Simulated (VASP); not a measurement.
# Pd (Im-3m) in VASP: settings compared, part 2 of 2

VASP 6.6.1. Earlier steps stand in the parts before.

### 3 Relaxation of cell and atoms, PBE-based screened hybrid with 25 % exact exchange

This run uses another cell than the first one, of 15.55 Å³/atom.

The input, POSCAR:

```
Pd
1.0
   -1.5722810000      1.5722810000      1.5722810000
    1.5722810000     -1.5722810000      1.5722810000
    1.5722810000      1.5722810000     -1.5722810000
Pd
1
Direct
    0.0000000000      0.0000000000      0.0000000000
```

The input, INCAR.step1:

```
PREC = Accurate
ENCUT = 600
EDIFF = 1E-5
ISMEAR = -1
SIGMA = 0.05
LREAL = False
LASPH = True
NELM = 80
ALGO = Normal
LWAVE = True
LCHARG = False
GGA = PE
NBANDS = 11
```

The input, INCAR.step2:

```
PREC = Accurate
ENCUT = 600
EDIFF = 1E-6
ISMEAR = -1
SIGMA = 0.05
LREAL = False
LASPH = True
NELM = 80
ALGO = Normal
ISIF = 3
LWAVE = False
LCHARG = False
GGA = PE
LHFCALC = True
AEXX = 0.25
HFSCREEN = 0.3
PRECFOCK = Normal
IBRION = 2
NSW = 60
EDIFFG = -0.01
ISTART = 1
```

The input, KPOINTS:

```
Automatic mesh
0
Gamma
  6 6 6
```

Potentials or basis: VASP PAW PBE potentials, release 64 (Pd).

Launch:

```
$ cat potpaw_PBE.64/Pd/POTCAR > POTCAR
$ cp INCAR.step1 INCAR
$ mpirun -np 1 vasp_std > vasp.out
$ cp INCAR.step2 INCAR
$ mpirun -np 1 vasp_std > vasp.out
```

Wall time 31 min (1 thread of AMD EPYC 7R13, shared host); peak memory 0.26 GiB.

Results (log left out):

| Property | Result |
| --- | --- |
| Free energy | -5.8124 eV |
| Relaxed volume | 14.99 Å³/atom |
| Relaxed cell | a = 2.690 Å, b = 2.690 Å, c = 2.690 Å, α = 109.47°, β = 109.47°, γ = 109.47° |
| Space group after relaxing (to 0.1 Å) | Im-3m (No. 229) |
| Energy gained by relaxing | 10.6 meV/atom |
| Ionic steps | 3 |
| Pressure after relaxing | 0.0 GPa |
| Band gap on the k mesh | zero (bands 5 and 6 overlap by 2.12 eV) |

The path:
| step | energy change (eV) | largest force (eV/Å) | pressure (GPa) | volume (Å³) |
| --- | --- | --- | --- | --- |
| 1 | 0.0000 | 0.0000 | -5.85 | 15.55 |
| 2 | 0.0081 | 0.0000 | 9.26 | 14.30 |
| 3 | -0.0106 | 0.0000 | -0.04 | 14.99 |

Final structure:
```
Pd
1.0
    -1.55335    1.55335    1.55335
     1.55335   -1.55335    1.55335
     1.55335    1.55335   -1.55335
Pd
1
Direct
  0.00000 0.00000 0.00000
```

Levels at points of the mesh, in eV from the Fermi level:
```
           k point  band 2  band 3  band 4  band 5  band 6  band 7  band 8  band 9
(0.00, 0.00, 0.00)   -3.06   -3.06   -3.06   -1.19   -1.19   21.05   21.05   21.05
(0.50, 0.00, 0.00)   -4.32   -1.16   -0.88    0.93    2.29    9.30   16.69   19.57
(0.50, 0.50, 0.50)   -5.59    0.53    0.53    0.53   10.62   10.62   10.62   19.59
```

Caveat: the k points lie up to 0.48 Å⁻¹ apart in the final cell, too coarse for converged energies and pressures of a metal; the PAW data sets were made with another functional, which shifts forces and pressure a little.

### 4 Relaxation of cell and atoms, PBEsol-based screened hybrid with 25 % exact exchange

This run uses another cell than the first one, of 15.55 Å³/atom.

POSCAR is that of step 3.

The input, INCAR.step1:

```
PREC = Accurate
ENCUT = 600
EDIFF = 1E-5
ISMEAR = -1
SIGMA = 0.05
LREAL = F
LASPH = T
NELM = 60
ALGO = Normal
LWAVE = T
LCHARG = F
GGA = PE
NBANDS = 11
```

The input, INCAR.step2:

```
PREC = Accurate
ENCUT = 600
EDIFF = 1E-7
ISMEAR = -1
SIGMA = 0.05
LREAL = F
LASPH = T
NELM = 60
ALGO = Normal
ISIF = 3
LWAVE = F
LCHARG = F
GGA = PS
LHFCALC = T
AEXX = 0.25
HFSCREEN = 0.207
PRECFOCK = Normal
IBRION = 2
NSW = 60
EDIFFG = -0.01
ISTART = 1
```

KPOINTS is that of step 3.

Launch:

```
$ cat potpaw_PBE.64/Pd/POTCAR > POTCAR
$ cp INCAR.step1 INCAR
$ mpirun -np 1 vasp_std > vasp.out
$ cp INCAR.step2 INCAR
$ mpirun -np 1 vasp_std > vasp.out
```

Run time: 51 min. Hardware: 1 thread of AMD EPYC 7R13, shared host; peak memory 0.26 GiB.

Results (log left out):

```yaml
Free_energy: -6.5153 eV
Relaxed_volume: 14.45 Å³/atom
Relaxed_cell: a = 2.658 Å, b = 2.658 Å, c = 2.658 Å, α = 109.47°, β = 109.47°, γ = 109.47°
Space_group_after_relaxing_to_0.1_Å: Im-3m (No. 229)
Energy_gained_by_relaxing: 45.3 meV/atom
Ionic_steps: 4
Pressure_after_relaxing: -0.1 GPa
Band_gap_on_the_k_mesh: zero (bands 5 and 6 overlap by 2.39 eV)
```

The path:
| step | energy change (eV) | largest force (eV/Å) | pressure (GPa) | volume (Å³) |
| --- | --- | --- | --- | --- |
| 1 | 0.0000 | 0.0000 | -12.18 | 15.55 |
| 2 | 0.0647 | 0.0000 | 27.85 | 13.04 |
| 3 | -0.0452 | 0.0000 | -0.38 | 14.48 |
| 4 | -0.0453 | 0.0000 | -0.09 | 14.45 |

Final structure:
```
Pd
1.0
    -1.53456    1.53456    1.53456
     1.53456   -1.53456    1.53456
     1.53456    1.53456   -1.53456
Pd
1
Direct
  0.00000 0.00000 0.00000
```

Levels at points of the mesh, in eV from the Fermi level:
| k point | band 1 | band 2 | band 3 | band 4 | band 5 | band 6 | band 7 | band 8 | band 9 |
| --- | --- | --- | --- | --- | --- | --- | --- | --- | --- |
| (0.00, 0.00, 0.00) | -7.45 | -3.36 | -3.36 | -3.36 | -1.34 | -1.34 | 21.31 | 21.31 | 21.31 |
| (0.50, 0.00, 0.00) | -5.93 | -4.70 | -1.31 | -0.98 | 1.05 | 2.24 | 9.80 | 16.95 | 20.11 |
| (0.50, 0.50, 0.50) | -6.06 | -6.06 | 0.63 | 0.63 | 0.63 | 10.90 | 10.90 | 10.90 | 19.90 |

Caveat: the k points lie up to 0.48 Å⁻¹ apart in the final cell, too coarse for converged energies and pressures of a metal; the PAW data sets were made with another functional, which shifts forces and pressure a little.

### 5 Single point, PBE0

This run uses another cell than the first one, of 16.17 Å³/atom.

The input, POSCAR:

```
Pd
1.0
   -1.5929712806      1.5929712806      1.5929712806
    1.5929712806     -1.5929712806      1.5929712806
    1.5929712806      1.5929712806     -1.5929712806
Pd
1
Direct
    0.0000000000      0.0000000000      0.0000000000
```

The input, INCAR.step1:

```
SYSTEM = Pd
ALGO = Normal
EDIFF = 1E-5
ENCUT = 470
GGA = PE
GGA_COMPAT = .False.
ISIF = 2
ISMEAR = -1
LASPH = .True.
LREAL = .False.
LWAVE = .True.
NBANDS = 15
NELM = 120
PREC = Accurate
SIGMA = 0.05
```

The input, INCAR.step2:

```
SYSTEM = Pd
AEXX = 0.25
ALGO = Normal
EDIFF = 1E-6
ENCUT = 470
GGA = PE
GGA_COMPAT = .False.
ISIF = 2
ISMEAR = -1
ISTART = 1
LASPH = .True.
LCHARG = .True.
LELF = .True.
LHFCALC = .True.
LREAL = .False.
LVHAR = .True.
LWAVE = .False.
NBANDS = 15
NELM = 120
PREC = Accurate
PRECFOCK = Normal
SIGMA = 0.05
```

The input, KPOINTS:

```
k-points
0
Gamma
  6 6 6
  0 0 0
```

Potentials or basis: VASP PAW PBE potentials, release 64 (Pd_sv_GW).

Launch:

```
$ cat potpaw_PBE.64/Pd_sv_GW/POTCAR > POTCAR
$ cp INCAR.step1 INCAR
$ mpirun -np 1 vasp_std > vasp.out
$ cp INCAR.step2 INCAR
$ mpirun -np 1 vasp_std > vasp.out
```

OUTCAR:

```text
SYSTEM = Pd
   AEXX = 0.25
   EDIFF = 1E-6
   ENCUT = 470
   GGA = PE
   ISIF = 2
   ISMEAR = -1
   ISTART = 1
   LASPH = .True.
   LHFCALC = .True.
   LREAL = .False.
   NELM = 120
   PREC = Accurate
   PRECFOCK = Normal

 ion  position               nearest neighbor table
   1  0.000  0.000  0.000-

  LATTYP: Found a body centered cubic cell.
 ALAT       =     3.1859425612

  Lattice vectors:

 A1 = (  -1.5929712806,   1.5929712806,   1.5929712806)
[... 465 lines left out ...]
     14      25.0214      0.00000
     15      25.1205      0.00000

------------------------ aborting loop because EDIFF is reached ----------------------------------------

  FORCE on cell =-STRESS in cart. coord.  units (eV):
  Direction    XX          YY          ZZ          XY          YZ          ZX
  --------------------------------------------------------------------------------------
  -------------------------------------------------------------------------------------
  Total       -1.5711089     -1.5711089     -1.5711089      0.0000000      0.0000000      0.0000000
  in kB     -155.6800813   -155.6800813   -155.6800813      0.0000000      0.0000000      0.0000000
  external PRESSURE =    -155.6800813 kB  Pullay stress =       0.0000000 kB

 VOLUME and BASIS-vectors are now :
 -----------------------------------------------------------------------------
  energy-cutoff  :      470.00
  volume of cell :       16.17
      direct lattice vectors                 reciprocal lattice vectors
    -1.592971281  1.592971281  1.592971281     0.000000000  0.313878854  0.313878854
     1.592971281 -1.592971281  1.592971281     0.313878854  0.000000000  0.313878854
     1.592971281  1.592971281 -1.592971281     0.313878854  0.313878854  0.000000000

 POSITION                                       TOTAL-FORCE (eV/Angst)
 -----------------------------------------------------------------------------------
      0.00000      0.00000      0.00000        -0.000000      0.000000     -0.000000
 -----------------------------------------------------------------------------------
    total drift:                               -0.000000      0.000000      0.000000

  FREE ENERGIE OF THE ION-ELECTRON SYSTEM (eV)
  ---------------------------------------------------
  free  energy   TOTEN  =        -2.9679567916 eV

  energy  without entropy=       -2.9647686707  energy(sigma->0) =       -2.96636273
```

Run time: 8.3 min. Hardware: 1 thread of Intel Xeon 6975P-C (Granite Rapids), shared host; peak memory 0.14 GiB.

What came out:

```yaml
Free_energy: -2.9680 eV
Pressure: -15.6 GPa
Band_gap_on_the_k_mesh: zero (bands 9 and 10 overlap by 2.74 eV)
```

Caveat: the k points lie up to 0.46 Å⁻¹ apart, too coarse for converged energies and pressures of a metal; the PAW data sets were made with another functional, which shifts forces and pressure a little.

### 6 The runs side by side

| task | level | potentials or basis | cell | cutoff (eV) | screening parameter | gap on the mesh (eV) | pressure (GPa) | relaxed volume (Å³/atom) |
| --- | --- | --- | --- | --- | --- | --- | --- | --- |
| single point | PBE0 | VASP PAW PBE potentials, release 64 (Pd_sv_GW) | a = 2.705 Å, angles 109.5°, 1 atom | 470 | - | none | -7.8 | - |
| relaxation of cell and atoms | PBE-based screened hybrid with 25 % exact exchange | VASP PAW PBE potentials, release 64 (Pd) | relaxed from a = 2.723 Å, angles 109.5°, 1 atom | 600 | 0.3 1/Å | none | 0.0 | 14.99 |
| relaxation of cell and atoms | PBEsol-based screened hybrid with 25 % exact exchange | VASP PAW PBE potentials, release 64 (Pd) | relaxed from a = 2.723 Å, angles 109.5°, 1 atom | 600 | 0.207 1/Å | none | -0.1 | 14.45 |
| single point | PBE0 | VASP PAW PBE potentials, release 64 (Pd_sv_GW) | a = 2.759 Å, angles 109.5°, 1 atom | 470 | - | none | -15.6 | - |

Alike in all rows: no spin polarisation; k mesh 6 × 6 × 6; smearing fermi-dirac 0.05 eV.

Caveats: all runs use coarse meshes; the PAW data sets were made with another functional, which shifts forces and pressure a little.

Total energies depend on the potentials used, so only differences within one code and one set of settings carry meaning.
